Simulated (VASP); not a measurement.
The system is La.

```xyz
2
Lattice="0.0000 3.6500 3.6500 3.6500 0.0000 3.6500 3.6500 3.6500 0.0000" Properties=species:S:1:pos:R:3 pbc="T T T"
La    7.3000    7.3000    7.3000
La    1.8250    1.8250    1.8250
```

This isn't the form of La at room conditions, which is double hcp.

| Item | Value |
| --- | --- |
| Program | VASP 6.6.1 |
| Task | relaxation of cell and atoms |
| Functional | PBE |
| Potentials or basis | VASP PAW PBE potentials, release 64 (La) |
| Cutoff | 500 eV |
| k mesh | 5 × 5 × 5 |
| Occupations | fermi-dirac, width 0.05 eV |
| Spin | no spin polarisation |

At the start: pressure -4.3 GPa; volume 48.63 Å³/atom.

Q: How do energy, volume and symmetry change on relaxing?

A: Over 4 steps the energy falls by 239.2 meV/atom and the volume is 37.19 Å³/atom (-23.5 %); space group Fd-3m (No. 227, to 0.1 Å) before and after.

Step by step:
```csv
step,energy change (eV),largest force (eV/Å),pressure (GPa),volume (Å³)
1,0.0000,0.0000,-4.33,97.25
2,-0.4330,0.0000,-2.47,79.89
3,-0.4777,0.0000,-0.33,75.07
4,-0.4783,0.0000,0.06,74.39
```

Final structure:
```
CELL_PARAMETERS angstrom
0.00000 3.33803 3.33803
3.33803 0.00000 3.33803
3.33803 3.33803 0.00000
ATOMIC_POSITIONS crystal
La 0.00000 0.00000 0.00000
La 0.25000 0.25000 0.25000
```

Caveat: the volume moved by over 15 % at a fixed basis, so the end points are rough.
